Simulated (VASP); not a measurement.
# Al2O3 (P-3m1) in VASP: settings compared

Al2O3 is run at these levels: BLYP+D4, PBEsol+D3(BJ); tasks: relaxation of cell and atoms, single point.

Program: VASP 6.6.1. These are calculated values, not measurements. Logs are shortened: lines on timing, memory, paths and dates and some standing lists are left out, and cuts for length are marked.

## 1. The cell of the first run

It takes space group P-3m1 (No. 164, trigonal). Conventional cell: a = 3.017 Å, b = 3.017 Å, c = 7.575 Å, α = 90.00°, β = 90.00°, γ = 120.00°. Al (site symmetry 3m) has 4 O at 1.68 to 1.84 Å within 2.2 Å. O (site symmetry -3m) has 2 Al at 1.68 Å within 2.2 Å. O (site symmetry 3m) has 3 Al at 1.84 Å within 2.4 Å.

## 2. Relaxation of cell and atoms, BLYP+D4

INCAR reads:

```
SYSTEM = Al2O3
PREC = Accurate
ENCUT = 600
EDIFF = 1E-7
ISMEAR = -1
SIGMA = 0.05
LREAL = .FALSE.
LASPH = .TRUE.
NELM = 100
ALGO = Normal
ISIF = 3
LWAVE = .FALSE.
LCHARG = .FALSE.
GGA = B5
ALDAX = 1.0
AGGAX = 1.0
AGGAC = 1.0
ALDAC = 0.0
IVDW = 13
VDW_S6 = 1.0
VDW_S8 = 2.34076671
VDW_A1 = 0.44488865
VDW_A2 = 4.0933009
IBRION = 2
NSW = 60
EDIFFG = -0.01
```

KPOINTS reads:

```
regular mesh
0
G
  10 10 4
  0 0 0
```

POSCAR reads:

```
Al2O3
1.0
    3.0174825440      0.0000000000      0.0000000000
   -1.5087412720      2.6132165386      0.0000000000
    0.0000000000      0.0000000000      7.5746360022
Al O
2 3
Direct
    0.0000000000      0.0000000000      0.7220490000
    0.0000000000      0.0000000000      0.2779510000
    0.0000000000      0.0000000000      0.5000000000
    0.6666666667      0.3333333333      0.8005460000
    0.3333333333      0.6666666667      0.1994540000
```

Potentials or basis: VASP PAW PBE potentials, release 64 (Al, O).

The run is started by

```sh
> cat potpaw_PBE.64/Al/POTCAR potpaw_PBE.64/O/POTCAR > POTCAR
> mpirun -np 1 vasp_std > vasp.out
```

OUTCAR:

```text
SYSTEM = Al2O3
   PREC = Accurate
   ENCUT = 600
   EDIFF = 1E-7
   ISMEAR = -1
   LREAL = .FALSE.
   LASPH = .TRUE.
   NELM = 100
   ISIF = 3
   GGA = B5
   IVDW = 13
   IBRION = 2
   NSW = 60
   EDIFFG = -0.01

 ion  position               nearest neighbor table
   1  0.000  0.000  0.722-   3 1.68   4 1.84   4 1.84   4 1.84   2 3.36
   2  0.000  0.000  0.278-   3 1.68   5 1.84   5 1.84   5 1.84   1 3.36
   3  0.000  0.000  0.500-   1 1.68   2 1.68
   4  0.667  0.333  0.801-   1 1.84   1 1.84   1 1.84
   5  0.333  0.667  0.199-   2 1.84   2 1.84   2 1.84

  LATTYP: Found a hexagonal cell.
 ALAT       =     3.0174825440
 C/A-ratio  =     2.5102501478

  Lattice vectors:

 A1 = (   3.0174825440,   0.0000000000,   0.0000000000)
 A2 = (  -1.5087412720,   2.6132165386,   0.0000000000)
 A3 = (   0.0000000000,   0.0000000000,   7.5746360022)

Analysis of symmetry for initial positions (statically):
=====================================================================
 Subroutine PRICEL returns:
 Original cell was already a primitive cell.

 Routine SETGRP: Setting up the symmetry group for a
 hexagonal supercell.

 Subroutine GETGRP returns: Found 12 space group operations
 (whereof 12 operations were pure point group operations)
 out of a pool of 24 trial point group operations.

The static configuration has the point symmetry D_3d.

Analysis of symmetry for dynamics (positions and initial velocities):
=====================================================================
 Subroutine PRICEL returns:
 Original cell was already a primitive cell.

 Routine SETGRP: Setting up the symmetry group for a
 hexagonal supercell.

 Subroutine GETGRP returns: Found 12 space group operations
 (whereof 12 operations were pure point group operations)
 out of a pool of 24 trial point group operations.

The dynamic configuration has the point symmetry D_3d.

 Subroutine INISYM returns: Found 12 space group operations
 (whereof 12 operations are pure point group operations),
 and found     1 'primitive' translations

----------------------------------------------------------------------------------------

                                     Primitive cell

  volume of cell :      59.7285

  direct lattice vectors                    reciprocal lattice vectors
     3.017482544  0.000000000  0.000000000     0.331402083  0.191335082  0.000000000
    -1.508741272  2.613216539  0.000000000     0.000000000  0.382670163  0.000000000
     0.000000000  0.000000000  7.574636002     0.000000000  0.000000000  0.132019545

  length of vectors
     3.017482544  3.017482544  7.574636002     0.382670163  0.382670163  0.132019545

  position of ions in fractional coordinates (direct lattice)
     0.000000000  0.000000000  0.722049000
     0.000000000  0.000000000  0.277951000
     0.000000000  0.000000000  0.500000000
     0.666666667  0.333333333  0.800546000
     0.333333333  0.666666667  0.199454000

  ion indices of the primitive-cell ions
   primitive index   ion index
                 1           1
                 2           2
                 3           3
                 4           4
                 5           5

----------------------------------------------------------------------------------------

 KPOINTS: regular mesh

Automatic generation of k-mesh.
 Grid dimensions read from file:
 generate k-points for:   10   10    4

 Generating k-lattice:

  Cartesian coordinates                     Fractional coordinates (reciprocal lattice)
     0.033140208  0.019133508  0.000000000     0.100000000  0.000000000  0.000000000
     0.000000000  0.038267016  0.000000000     0.000000000  0.100000000  0.000000000
     0.000000000  0.000000000  0.033004886     0.000000000  0.000000000  0.250000000

  Length of vectors
     0.038267016  0.038267016  0.033004886

  Shift w.r.t. Gamma in fractional coordinates (k-lattice)
     0.000000000  0.000000000  0.000000000

 Subroutine IBZKPT returns following result:
 ===========================================

 Found     50 irreducible k-points:

 Following reciprocal coordinates:
            Coordinates               Weight
  0.000000  0.000000  0.000000      1.000000
  0.100000  0.000000  0.000000      6.000000
  0.200000  0.000000  0.000000      6.000000
  0.300000  0.000000  0.000000      6.000000
  0.400000 -0.000000  0.000000      6.000000
  0.500000  0.000000  0.000000      3.000000
[... 16 lines left out ...]
  0.000000  0.400000  0.250000      6.000000
  0.500000  0.000000  0.250000      6.000000
 [... further k-points ...]
   k-points           NKPTS =     50   k-points in BZ     NKDIM =     50   number of bands    NBANDS=     16
   number of dos      NEDOS =    301   number of ions     NIONS =      5
   total plane-waves  NPLWV =  36864
   dimension x,y,z NGX =    24 NGY =   24 NGZ =   64
   dimension x,y,z NGXF=    48 NGYF=   48 NGZF=  128
   ions per type =               2   3
   NGX,Y,Z   is equivalent  to a cutoff of  13.22, 13.22, 14.05 a.u.
   NGXF,Y,Z  is equivalent  to a cutoff of  26.45, 26.45, 28.09 a.u.
 SYSTEM =  Al2O3
   PREC   = accura    normal or accurate (medium, high low for compatibility)
   ISTART =      0    job   : 0-new  1-cont  2-samecut
   ICHARG =      2    charge: 1-file 2-atom 10-const
   ISPIN  =      1    spin polarized calculation?
   LNONCOLLINEAR =      F non collinear calculations
   LSORBIT =      F    spin-orbit coupling
   LASPH  =      T    aspherical Exc in radial PAW
   ENCUT  =  600.0 eV  44.10 Ry    6.64 a.u.   6.03  6.03 15.13*2*pi/ulx,y,z
   NELM   =    100;   NELMIN=  2; NELMDL= -5     # of ELM steps
   EDIFF  = 0.1E-06   stopping-criterion for ELM
   LREAL  =      F    real-space projection
   EDIFFG = -.1E-01   stopping-criterion for IOM
   NSW    =     60    number of steps for IOM
   IBRION =      2    ionic relax: 0-MD 1-quasi-New 2-CG
   NFREE  =      1    steps in history (QN), initial steepest desc. (CG)
   ISIF   =      3    stress and relaxation
   ISYM   =      2    0-nonsym 1-usesym 2-fastsym
   POTIM  = 0.5000    time-step for ionic-motion
   TEBEG  =    0.0;   TEEND  =   0.0 temperature during run
   PSTRESS=    0.0 pullay stress
   NELECT =      24.0000    total number of electrons
   NUPDOWN=      -1.0000    fix difference up-down
   EMIN   =  10.00;   EMAX   =-10.00  energy-range for DOS
   EFERMI =   0.00;   METHOD = LEGACY
   ISMEAR =    -1;   SIGMA  =   0.05  broadening in eV -4-tet -1-fermi 0-gaus
   EFERMI_NEDOS =   21; number of points for ismear=-14 and -15
   IALGO  =     38    algorithm
   IMIX   =      4    mixing-type and parameters
     AMIX     =   0.40;   BMIX     =  1.00
     AMIX_MAG =   1.60;   BMIX_MAG =  1.00
  volume/ion in A,a.u.               =      11.95        80.61
  Fermi-wavevector in a.u.,A,eV,Ry     =   1.208049  2.282882 19.856107  1.459383
  Thomas-Fermi vector in A             =   2.343669
   LORBIT       =      0    0 simple, 1 ext, 2 COOP (PROOUT), +10 PAW based schemes
   GGA     = B5    functional components
   LHFCALC =     F    Hartree Fock is set to
   AEXX    =    0.0000 exact exchange contribution
   IVDW    =    13    specifies the selected vdW correction
   LEPSILON=     F    determine dielectric tensor
   LRPA    =     F    only Hartree local field effects (RPA)
 conjugate gradient relaxation of ions
 non-spin polarized calculation
  energy-cutoff  :      600.00
  volume of cell :       59.73
 maximum number of plane-waves:      2020
   NGX = 13   NGY = 13   NGZ = 31

--------------------------------------- Ionic step        1  -------------------------------------------

 number of electron      24.0000008 magnetization

 Free energy of the ion-electron system (eV)
  ---------------------------------------------------
  ext. energy  EPLUGINS =         0.00000000
  ---------------------------------------------------
  free energy    TOTEN  =       -34.83196964 eV

  energy without entropy =      -34.83196964  energy(sigma->0) =      -34.83196964

------------------------ aborting loop because EDIFF is reached ----------------------------------------

  DFT-D4 for vdW energy calculation

  Edisp (eV):   -1.90502

  FORCE on cell =-STRESS in cart. coord.  units (eV):
  Direction    XX          YY          ZZ          XY          YZ          ZX
  --------------------------------------------------------------------------------------
  -------------------------------------------------------------------------------------
  Total      -1.15971    -1.15971    -1.78425     0.00000     0.00000    -0.00000
  in kB     -31.10855   -31.10855   -47.86123     0.00000     0.00000    -0.00000
  external pressure =      -36.69 kB  Pullay stress =        0.00 kB
[... 106 lines left out ...]
  FREE ENERGIE OF THE ION-ELECTRON SYSTEM (eV)
  ---------------------------------------------------
  free  energy   TOTEN  =       -36.7522944046 eV

  energy  without entropy=      -36.7522944046  energy(sigma->0) =      -36.75229440

[... ionic steps 4 to 12 ...]

--------------------------------------- Ionic step       13  -------------------------------------------

 number of electron      24.0000006 magnetization

------------------------ aborting loop because EDIFF is reached ----------------------------------------

  DFT-D4 for vdW energy calculation

  Edisp (eV):   -2.03270
[... 75 lines left out ...]
  energy  without entropy=      -36.7787424806  energy(sigma->0) =      -36.77874248

--------------------------------------- Ionic step       15  -------------------------------------------

 number of electron      24.0000006 magnetization

 Free energy of the ion-electron system (eV)
  ---------------------------------------------------
  ext. energy  EPLUGINS =         0.00000000
  ---------------------------------------------------
  free energy    TOTEN  =       -34.74318407 eV

  energy without entropy =      -34.74318407  energy(sigma->0) =      -34.74318407

 E-fermi :   5.9299     XC(G=0):  -9.6181

 val. band max:        4.7847915022   @ k =   0.0000   0.0000   0.0000
 cond. band min:       7.3622432362   @ k =   0.0000   0.0000   0.0000
 fundamental gap:      2.5774517341
 Fermi energy:         5.9298537356

 k-point     1 :       0.0000    0.0000    0.0000
  band No.  band energies     occupation
      1     -14.9616      2.00000
      2     -14.6694      2.00000
      3     -12.0546      2.00000
      4      -1.0206      2.00000
      5       0.0108      2.00000
      6       0.9276      2.00000
[... 8 lines left out ...]
     15      12.5936      0.00000
     16      15.7761      0.00000
[... 420 lines left out ...]
  band No.  band energies     occupation
      1     -13.9666      2.00000
      2     -13.9121      2.00000
      3     -11.6081      2.00000
      4      -2.6669      2.00000
      5      -2.2630      2.00000
      6       0.2464      2.00000
[... 8 lines left out ...]
     15      13.2215      0.00000
     16      13.8469      0.00000

 [... further k-points ...]

------------------------ aborting loop because EDIFF is reached ----------------------------------------

  DFT-D4 for vdW energy calculation

  Edisp (eV):   -2.03567

  FORCE on cell =-STRESS in cart. coord.  units (eV):
  Direction    XX          YY          ZZ          XY          YZ          ZX
  --------------------------------------------------------------------------------------
  -------------------------------------------------------------------------------------
  Total      -0.04615    -0.04615     0.01072     0.00000     0.00000     0.00000
  in kB      -1.31877    -1.31877     0.30619     0.00000     0.00000     0.00000
  external pressure =       -0.78 kB  Pullay stress =        0.00 kB
[... 20 lines left out ...]
  FREE ENERGIE OF THE ION-ELECTRON SYSTEM (eV)
  ---------------------------------------------------
  free  energy   TOTEN  =       -36.7788555631 eV

  energy  without entropy=      -36.7788555631  energy(sigma->0) =      -36.77885556

 reached required accuracy - stopping structural energy minimisation
```

It took 16 min on 1 thread of AMD EPYC 7R43 (Zen 3), shared host; peak memory 0.17 GiB.

Results:

| Property | Result |
| --- | --- |
| Free energy | -36.7789 eV |
| Relaxed volume | 11.21 Å³/atom |
| Relaxed cell | a = 2.998 Å, b = 2.998 Å, c = 7.202 Å, α = 90.00°, β = 90.00°, γ = 120.00° |
| Space group after relaxing (to 0.05 Å) | P-3m1 (No. 164) |
| Energy gained by relaxing | 8.4 meV/atom |
| Ionic steps | 15 |
| Pressure after relaxing | -0.1 GPa |
| Band gap on the k mesh | 2.58 eV, direct |
| Dispersion energy per atom | -0.407 eV |

Forces in eV/Å, atoms in the order of the input:
```
Al   0.000  0.000  0.002
Al   0.000  0.000 -0.002
O    0.000  0.000  0.000
O    0.000  0.000 -0.001
O    0.000  0.000  0.001
```

The path:
```
step  energy change (eV)  largest force (eV/Å)  pressure (GPa)  volume (Å³)
   1              0.0000                0.1689           -3.67        59.73
   2             -0.0005                0.5291            3.60        57.39
   3             -0.0153                0.2581           -0.15        58.54
   4             -0.0153                0.2610            0.08        58.21
   5             -0.0170                0.1470           -0.04        58.37
   6             -0.0199                0.1500           -0.02        58.20
   7             -0.0279                0.1562            0.07        57.67
   8             -0.0384                0.1591            0.41        56.60
   9             -0.0205                0.1089            1.79        54.48
  10             -0.0389                0.1661            0.82        56.20
  11             -0.0411                0.1008           -0.06        56.20
  12             -0.0412                0.1306           -0.24        56.21
  13             -0.0418                0.0033           -0.27        56.15
  14             -0.0418                0.0054           -0.27        56.14
  15             -0.0419                0.0022           -0.08        56.07
```

Final structure:
```
Al O
1.0
     2.99814    0.00000    0.00000
    -1.49907    2.59647    0.00000
     0.00000    0.00000    7.20234
Al O
2 3
Direct
  0.00000 0.00000 0.73217
  0.00000 0.00000 0.26783
  0.00000 0.00000 0.50000
  0.66667 0.33333 0.81330
  0.33333 0.66667 0.18670
```

Levels at points of the mesh, in eV from the valence-band top:
```tsv
k point	band 10	band 11	band 12	band 13	band 14	band 15
(0.00, 0.00, 0.00)	-2.23	0.00	0.00	2.58	4.73	7.81
(0.50, 0.00, 0.00)	-3.12	-1.82	-0.49	4.73	6.55	8.36
(0.00, 0.00, 0.50)	-3.30	0.00	0.00	3.52	3.81	8.48
(0.50, 0.00, 0.50)	-3.42	-1.72	-0.49	5.40	5.65	8.42
```

Caveat: the PAW data sets were made with another functional, which shifts forces and pressure a little.

## 3. Single point, PBEsol+D3(BJ)

INCAR reads:

```
SYSTEM = Al2O3
PREC = Accurate ; ENCUT = 910
EDIFF = 1E-6 ; ISMEAR = -1
SIGMA = 0.05 ; LREAL = .FALSE.
LASPH = .TRUE. ; NELM = 120
ALGO = Normal ; ISIF = 2
LWAVE = .FALSE. ; LCHARG = .FALSE.
GGA = PS ; IVDW = 12
NBANDS = 20 ; GGA_COMPAT = .FALSE.
```

KPOINTS is that of step 2.

POSCAR is that of step 2.

Potentials or basis: VASP PAW PBE potentials, release 64 (Al, O_h).

The run is started by

```sh
> cat potpaw_PBE.64/Al/POTCAR potpaw_PBE.64/O_h/POTCAR > POTCAR
> mpirun -np 1 vasp_std > vasp.out
```

Run time: 87 s. Hardware: 1 thread of Intel Xeon 6975P-C (Granite Rapids), shared host; peak memory 0.3 GiB.

Results (log left out):

| Quantity | Value |
| --- | --- |
| Free energy | -38.4569 eV |
| Pressure | -5.8 GPa |
| Largest force | 0.171 eV/Å |
| Band gap on the k mesh | 2.19 eV, direct |
| Dispersion energy per atom | -0.138 eV |

Forces in eV/Å, atoms in the order of the input:
```
Al   0.000  0.000 -0.115
Al   0.000  0.000  0.115
O    0.000  0.000  0.000
O    0.000  0.000 -0.171
O    0.000  0.000  0.171
```

Stress tensor (GPa, compression positive):
```
-6.27  0.00  0.00
 0.00 -6.27  0.00
 0.00  0.00 -4.78
```

Levels at points of the mesh, in eV from the valence-band top:
| k point | band 9 | band 10 | band 11 | band 12 | band 13 | band 14 | band 15 | band 16 |
| --- | --- | --- | --- | --- | --- | --- | --- | --- |
| (0.00, 0.00, 0.00) | -3.72 | -2.35 | 0.00 | 0.00 | 2.19 | 4.20 | 7.22 | 10.39 |
| (0.50, 0.00, 0.00) | -3.56 | -3.13 | -1.78 | -0.49 | 4.46 | 6.08 | 8.06 | 8.83 |
| (0.00, 0.00, 0.50) | -3.69 | -3.12 | 0.00 | 0.00 | 3.14 | 3.24 | 7.97 | 8.62 |
| (0.50, 0.00, 0.50) | -3.45 | -3.36 | -1.71 | -0.49 | 4.91 | 5.47 | 8.00 | 8.51 |

Caveat: the cutoff is under 1.25 times the usual one of these potentials, so pressure, stress and relaxed cells hold a basis-set (Pulay) error; three body term missing; the PAW data sets were made with another functional, which shifts forces and pressure a little. A k mesh can miss the band edges.
